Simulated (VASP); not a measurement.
# InSe5 (P-62m) in VASP: a series of runs, part 2 of 2

VASP 6.6.1. Earlier steps stand in the parts before.

### 3 Single point, PBE

This run uses another cell than the first one, of 32.49 Å³/atom, 1.373 times its volume.

Contents of INCAR:

```
SYSTEM = InSe5
PREC = Accurate
ENCUT = 520
EDIFF = 1E-7
ISMEAR = 0
SIGMA = 0.1
LREAL = .False.
LASPH = .True.
NELM = 100
ALGO = Normal
ISIF = 2
LWAVE = .False.
LCHARG = .False.
GGA = PE
NBANDS = 30
```

Contents of KPOINTS:

```
Automatic mesh
0
Gamma
  3 3 4
  0 0 0
```

Contents of POSCAR:

```
InSe5
1.0
    6.2487437200      0.0000000000      0.0000000000
   -3.1243718600      5.4115708000      0.0000000000
    0.0000000000      0.0000000000      5.7654257700
In Se
1 5
Direct
    0.0000000000      0.0000000000      0.0000000000
    0.6666666700      0.3333333300      0.0000000000
    0.3194194100      0.0000000000      0.5000000000
    0.6805805900      0.6805805900      0.5000000000
    0.0000000000      0.3194194100      0.5000000000
    0.3333333300      0.6666666700      0.0000000000
```

Potentials or basis: VASP PAW PBE potentials, release 64 (In_d, Se).

On the command line:

```
cat potpaw_PBE.64/In_d/POTCAR potpaw_PBE.64/Se/POTCAR > POTCAR
mpirun -np 1 vasp_std > vasp.out
```

It took 53 s on 1 thread of AMD EPYC 7R13 (Zen 3), shared host; peak memory 0.29 GiB.

It converged, with:

```
Free energy   : -14.5862 eV
Pressure      : -8.6 GPa
Largest force : 0.251 eV/Å
```

Forces in eV/Å, atoms in the order of the input:
```
In   0.000  0.000  0.000
Se   0.000  0.000  0.000
Se  -0.251  0.000  0.000
Se   0.125  0.217  0.000
Se   0.125 -0.217  0.000
Se   0.000  0.000  0.000
```

Stress tensor (GPa, compression positive):
```
-8.09  0.00  0.00
 0.00 -8.09  0.00
 0.00  0.00 -9.67
```

Levels at points of the mesh, in eV from the Fermi level:
```tsv
k point	band 19	band 20	band 21	band 22	band 23	band 24
(0.00, 0.00, 0.00)	-0.92	-0.92	-0.80	-0.51	-0.51	0.32
(0.00, 0.00, 0.50)	-1.39	-0.97	-0.39	0.60	0.60	0.64
```

Caveat: the k points lie up to 0.39 Å⁻¹ apart; spin-orbit coupling is left out, which moves the levels of the heavy elements.

### 4 Single point, PBE

This run uses another cell than the first one, of 23.81 Å³/atom, 1.006 times its volume.

Contents of INCAR:

```
PREC = Accurate
ENCUT = 520
EDIFF = 1E-6
ISMEAR = 0
SIGMA = 0.1
LREAL = F
LASPH = T
NELM = 100
ALGO = Normal
ISIF = 2
LWAVE = F
LCHARG = F
GGA = PE
NBANDS = 30
```

Contents of KPOINTS:

```
regular mesh
0
Gamma
  6 6 10
```

Contents of POSCAR:

```
InSe5
1.0
    6.5779857281      0.0000000000      0.0000000000
   -3.2889928640      5.6967027463      0.0000000000
    0.0000000000      0.0000000000      3.8122388787
In Se
1 5
Direct
    0.0000000000      0.0000000000      0.0000000000
    0.6666666667      0.3333333333      0.0000000000
    0.3558054036      0.0000000000      0.5000000000
    0.6441945964      0.6441945964      0.5000000000
    0.0000000000      0.3558054036      0.5000000000
    0.3333333333      0.6666666667      0.0000000000
```

Potentials or basis: VASP PAW PBE potentials, release 64 (In_d, Se).

On the command line:

```
cat potpaw_PBE.64/In_d/POTCAR potpaw_PBE.64/Se/POTCAR > POTCAR
mpirun -np 1 vasp_std > vasp.out
```

OUTCAR:

```text
PREC = Accurate
   ENCUT = 520
   EDIFF = 1E-6
   ISMEAR = 0
   LREAL = F
   LASPH = T
   NELM = 100
   ISIF = 2
   GGA = PE

 ion  position               nearest neighbor table
   1  0.000  0.000  0.000-   3 3.02   3 3.02   5 3.02   5 3.02   4 3.02   4 3.02
   2  0.667  0.333  0.000-
   3  0.356  0.000  0.500-   1 3.02   1 3.02
   4  0.644  0.644  0.500-   1 3.02   1 3.02
   5  0.000  0.356  0.500-   1 3.02   1 3.02
   6  0.333  0.667  0.000-

  LATTYP: Found a hexagonal cell.
 ALAT       =     6.5779857281
 C/A-ratio  =     0.5795450213

  Lattice vectors:

 A1 = (   6.5779857281,   0.0000000000,   0.0000000000)
 A2 = (  -3.2889928640,   5.6967027463,   0.0000000000)
 A3 = (   0.0000000000,   0.0000000000,   3.8122388787)

Analysis of symmetry for initial positions (statically):
=====================================================================
 Subroutine PRICEL returns:
 Original cell was already a primitive cell.

 Routine SETGRP: Setting up the symmetry group for a
[... 178 lines left out ...]

 val. band max:        4.7872215839   @ k =   0.3333   0.0000   0.1000
 cond. band min:       4.8330782592   @ k =   0.5000   0.0000   0.4000
 fundamental gap:      0.0458566754
 Fermi energy:         4.7979592176

 k-point     1 :       0.0000    0.0000    0.0000
  band No.  band energies     occupation
      1     -10.6508      2.00000
      2      -9.6185      2.00000
      3      -9.6185      2.00000
      4      -9.5947      2.00000
      5      -9.5390      2.00000
      6      -9.5390      2.00000
[... 781 lines left out ...]
     29       9.2919      0.00000
     30      11.9743      0.00000

 [... further k-points ...]

------------------------ aborting loop because EDIFF is reached ----------------------------------------

  FORCE on cell =-STRESS in cart. coord.  units (eV):
  Direction    XX          YY          ZZ          XY          YZ          ZX
  --------------------------------------------------------------------------------------
  -------------------------------------------------------------------------------------
  Total        0.0069303      0.0069303      0.0189804      0.0000000      0.0000000      0.0000000
  in kB        0.0777261      0.0777261      0.2128723      0.0000000      0.0000000      0.0000000
  external PRESSURE =       0.1227749 kB  Pullay stress =       0.0000000 kB

 VOLUME and BASIS-vectors are now :
 -----------------------------------------------------------------------------
  energy-cutoff  :      520.00
  volume of cell :      142.86
      direct lattice vectors                 reciprocal lattice vectors
     6.577985728  0.000000000  0.000000000     0.152022221  0.087770070  0.000000000
    -3.288992864  5.696702746  0.000000000     0.000000000  0.175540140  0.000000000
     0.000000000  0.000000000  3.812238879     0.000000000  0.000000000  0.262313048

 POSITION                                       TOTAL-FORCE (eV/Angst)
 -----------------------------------------------------------------------------------
      0.00000      0.00000      0.00000         0.000000     -0.000000      0.000000
      3.28899      1.89890      0.00000         0.000000      0.000000      0.000000
      2.34048      0.00000      1.90612         0.001957      0.000000      0.000000
      2.11875      3.66979      1.90612        -0.000978     -0.001695     -0.000000
     -1.17024      2.02692      1.90612        -0.000978      0.001695      0.000000
     -0.00000      3.79780      0.00000         0.000000      0.000000      0.000000
 -----------------------------------------------------------------------------------
    total drift:                                0.000000      0.000001      0.000000

  FREE ENERGIE OF THE ION-ELECTRON SYSTEM (eV)
  ---------------------------------------------------
  free  energy   TOTEN  =       -19.0973403203 eV

  energy  without entropy=      -19.0798428354  energy(sigma->0) =      -19.08859158
```

Run time: 2.5 min. Hardware: 1 thread of AMD EPYC 7R13 (Zen 3), shared host; peak memory 0.3 GiB.

Results:

```
Free energy : -19.0973 eV
Pressure    : 0.0 GPa
```

Caveat: spin-orbit coupling is left out, which moves the levels of the heavy elements.

### 5 Relaxation of cell and atoms, PBE

Contents of INCAR:

```
ALGO = Normal
EDIFF = 1E-6
EDIFFG = -0.01
ENCUT = 600
GGA = PE
IBRION = 2
ISIF = 3
ISMEAR = 0
LASPH = T
LCHARG = F
LREAL = F
LWAVE = F
NELM = 100
NSW = 100
PREC = Accurate
SIGMA = 0.1
```

Contents of KPOINTS:

```
k-points
0
Gamma
  6 6 10
```

Contents of POSCAR:

```
InSe5
1.0
    6.4822812955      0.0000000000      0.0000000000
   -3.2411406477      5.6138202764      0.0000000000
    0.0000000000      0.0000000000      3.9015166237
In Se
1 5
Direct
    0.0000000000      0.0000000000      0.0000000000
    0.6666666667      0.3333333333      0.0000000000
    0.3580888573      0.0000000000      0.5000000000
    0.6419111427      0.6419111427      0.5000000000
    0.0000000000      0.3580888573      0.5000000000
    0.3333333333      0.6666666667      0.0000000000
```

On the command line:

```
cat potpaw_PBE.64/In_d/POTCAR potpaw_PBE.64/Se/POTCAR > POTCAR
mpirun -np 1 vasp_std > vasp.out
```

It took 15 min on 1 thread of AMD EPYC 7R13 (Zen 3), shared host; peak memory 0.38 GiB.

Results (log left out):

```yaml
Free_energy: -19.0973 eV
Relaxed_volume: 23.85 Å³/atom
Relaxed_cell: a = 6.582 Å, b = 6.582 Å, c = 3.815 Å, α = 90.00°, β = 90.00°, γ = 120.00°
Space_group_after_relaxing_to_0.05_Å: P-62m (No. 189)
Energy_gained_by_relaxing: 3.8 meV/atom
Ionic_steps: 8
Pressure_after_relaxing: 0.0 GPa
Largest_force_after_relaxing: 0.008 eV/Å
```

Forces in eV/Å, atoms in the order of the input:
```
In   0.000  0.000  0.000
Se   0.000  0.000  0.000
Se  -0.008  0.000  0.000
Se   0.004  0.007  0.000
Se   0.004 -0.007  0.000
Se   0.000  0.000  0.000
```

The path:
```tsv
step	energy change (eV)	largest force (eV/Å)	pressure (GPa)	volume (Å³)
1	0.0000	0.0296	-0.20	141.98
2	-0.0125	0.0396	0.29	141.38
3	-0.0161	0.0458	0.73	140.85
4	-0.0225	0.0141	0.06	142.89
5	-0.0225	0.0123	0.02	143.02
6	-0.0225	0.0115	0.01	143.06
7	-0.0226	0.0100	-0.01	143.08
8	-0.0226	0.0082	-0.04	143.10
```

Final structure:
```
In Se
1.0
     6.58160    0.00000    0.00000
    -3.29080    5.69983    0.00000
     0.00000    0.00000    3.81469
In Se
1 5
Cartesian
  0.0000 0.0000 0.0000
  3.2908 1.8999 0.0000
  2.3489 0.0000 1.9073
  2.1164 3.6656 1.9073
  -1.1744 2.0342 1.9073
  0.0000 3.7999 0.0000
```

Levels at points of the mesh, in eV from the Fermi level:
```
           k point  band 19  band 20  band 21  band 22  band 23  band 24  band 25
(0.00, 0.00, 0.00)    -1.37    -1.37    -0.77    -0.77     1.08     1.32     1.32
(0.50, 0.00, 0.00)    -2.01    -1.62     0.15     0.35     0.61     1.32     1.45
(0.00, 0.00, 0.50)    -2.74    -0.71    -0.71    -0.19     0.56     1.00     1.00
(0.50, 0.00, 0.50)    -1.80    -1.75    -1.25    -0.21     0.06     1.61     1.61
```

Caveat: spin-orbit coupling is left out, which moves the levels of the heavy elements.

### 6 Summary

| task | cell | k mesh | cutoff (eV) | gap on the mesh (eV) | pressure (GPa) | largest force (eV/Å) |
| --- | --- | --- | --- | --- | --- | --- |
| single point | a = 6.482, b = 6.482, c = 3.902 Å, angles 90.0, 90.0, 120.0°, 6 atoms | 3 × 3 × 4 | 520 | none | 0.0 | - |
| single point | a = 6.249, b = 6.249, c = 5.765 Å, angles 90.0, 90.0, 120.0°, 6 atoms | 3 × 3 × 4 | 520 | none | -8.6 | 0.25 |
| single point | a = 6.578, b = 6.578, c = 3.812 Å, angles 90.0, 90.0, 120.0°, 6 atoms | 6 × 6 × 10 | 520 | none | 0.0 | - |
| relaxation of cell and atoms | relaxed from a = 6.482, b = 6.482, c = 3.902 Å, angles 90.0, 90.0, 120.0°, 6 atoms | 6 × 6 × 10 | 600 | none | 0.0 | 0.01 |

Alike in all rows: level PBE; potentials or basis VASP PAW PBE potentials, release 64 (In_d, Se); no spin polarisation; smearing gaussian 0.1 eV.

Caveats: some runs use coarse meshes; spin-orbit coupling is left out, which moves the levels of the heavy elements.

Total energies depend on the potentials used, so only differences within one code and one set of settings carry meaning.
